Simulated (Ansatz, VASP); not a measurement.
**AlN: VASP beside Ansatz**

```
Al N
1.0
     3.22230    0.00000    0.00000
    -1.61115    2.79059    0.00000
     0.00000    0.00000    4.18260
Al N
2 2
Direct
  0.33333 0.66667 0.75000
  0.66667 0.33333 0.25000
  0.33333 0.66667 0.25000
  0.66667 0.33333 0.75000
```

Alike in both runs: task single point; functional PBEsol; k mesh 9 × 9 × 6; occupations gaussian, width 0.05 eV; no spin polarisation.

|  | VASP | Ansatz |
| --- | --- | --- |
| version | VASP 6.6.1 | Ansatz 0.2.0 |
| potentials or method | VASP PAW PBE potentials, release 64 (Al, N), cutoff 520 eV | scalar-relativistic, plane waves, PAW |
| valence electrons in the cell | 16 | 16 |

VASP gave:

| Quantity | Value |
| --- | --- |
| gap on the k mesh at the Fermi level (eV) | 3.55 |
| least direct gap on the mesh (eV) | 3.55 |
| pressure (GPa) | 10.3 |
| traceless stress, the component that is largest in VASP (GPa) | -6.83 |

Question: Which values does Ansatz return?

Answer: gap on the k mesh at the Fermi level (eV): 3.54; least direct gap on the mesh (eV): 3.54; pressure (GPa): 10.3; traceless stress, the component that is largest in VASP (GPa): -6.72.

VASP's potentials were made for PBE, not for PBEsol.
